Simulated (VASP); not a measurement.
# Ta4S4Br: single point with PBE+D3(BJ)

Crystal: Ta4S4Br.

```
Ta S Br
1.0
     3.61409    0.00000    0.00000
    -1.80704    3.12989    0.00000
     0.00000    0.00000   14.73292
Ta S Br
4 4 1
Direct
  0.00000 0.00000 0.81371
  0.00000 0.00000 0.18629
  0.33333 0.66667 0.34546
  0.66667 0.33333 0.65454
  0.33333 0.66667 0.71571
  0.66667 0.33333 0.90760
  0.33333 0.66667 0.09240
  0.66667 0.33333 0.28429
  0.00000 0.00000 0.50000
```

* Program: VASP 6.6.1
* Task: single point
* Functional: PBE
* Dispersion: D3(BJ)
* Potentials or basis: VASP PAW PBE potentials, release 64 (Ta_pv, S, Br)
* Cutoff: 520 eV
* k mesh: 12 × 12 × 4
* Occupations: gaussian, width 0.1 eV
* Spin: no spin polarisation

The pressure is 0.1 GPa. The largest force is 0.025 eV/Å, the band gap on the k mesh is zero (an odd number of electrons rules out a gap without spin polarisation) and the dispersion energy per atom is -0.469 eV.

Forces on the atoms (eV/Å):
```
Ta   0.000  0.000  0.015
Ta   0.000  0.000 -0.015
Ta   0.000  0.000  0.025
Ta   0.000  0.000 -0.025
S    0.000  0.000  0.012
S    0.000  0.000 -0.001
S    0.000  0.000  0.001
S    0.000  0.000 -0.012
Br   0.000  0.000  0.000
```

Stress tensor (GPa, compression positive):
```
0.17 0.00 0.00
0.00 0.17 0.00
0.00 0.00 0.08
```

Levels at points of the mesh, in eV from the Fermi level:
| k point | band 35 | band 36 | band 37 | band 38 | band 39 | band 40 | band 41 | band 42 |
| --- | --- | --- | --- | --- | --- | --- | --- | --- |
| (0.00, 0.00, 0.00) | -2.15 | -2.15 | -0.90 | -0.55 | -0.02 | 0.81 | 0.81 | 0.96 |
| (0.50, 0.00, 0.00) | -1.10 | 0.12 | 0.17 | 0.22 | 0.23 | 0.74 | 0.78 | 0.83 |
| (0.00, 0.00, 0.50) | -2.14 | -2.14 | -0.81 | -0.80 | 0.20 | 0.91 | 0.91 | 0.94 |
| (0.50, 0.00, 0.50) | -1.08 | 0.11 | 0.17 | 0.23 | 0.32 | 0.65 | 0.79 | 0.91 |

Run time: 5.6 min on 1 thread of Intel(R) Xeon(R) 6975P-C (Granite Rapids) (shared host), peak memory 0.6 GiB.

Caveat: spin-orbit coupling is left out, which moves the levels of the heavy elements; an odd number of electrons without spin polarisation forces a metal; a magnetic or distorted state may lie lower.
